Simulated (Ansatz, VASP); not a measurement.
## Sc12F: VASP beside Ansatz

```
Sc F
1.0
     6.62000    0.00000    0.00000
    -4.96500    8.59963    0.00000
     0.00000    0.00000    5.27614
Sc F
12 1
Direct
  0.99451 0.99968 0.99541
  0.16298 0.22404 0.50223
  0.00052 0.33498 0.00056
  0.16544 0.55565 0.50167
  0.99855 0.66654 0.00000
  0.16399 0.88608 0.50364
  0.50365 0.99977 0.99584
  0.67198 0.22400 0.50269
  0.50256 0.33756 0.99435
  0.66802 0.55719 0.49810
  0.50088 0.66794 0.99649
  0.66588 0.88869 0.49741
  0.33316 0.11199 0.24879
```

Alike in both runs: functional PBE; k mesh 3 × 2 × 3; occupations gaussian, width 0.05 eV; no spin polarisation.

Ansatz relaxed the structure, and its values are those at the end. VASP's run is a single point on that final structure, the one shown.

```csv
,VASP,Ansatz
version,VASP 6.6.1,Ansatz 0.2.0
potentials or method,"VASP PAW PBE potentials, release 64 (Sc_sv, F), cutoff 520 eV","scalar-relativistic, plane waves, PAW"
valence electrons in the cell,139,139
```

```csv
,VASP,Ansatz,Ansatz less VASP
rms of the force components (eV/Å),0.008,0.004,-0.0036
```

The k mesh is coarse, so the values compare programs but aren't converged.
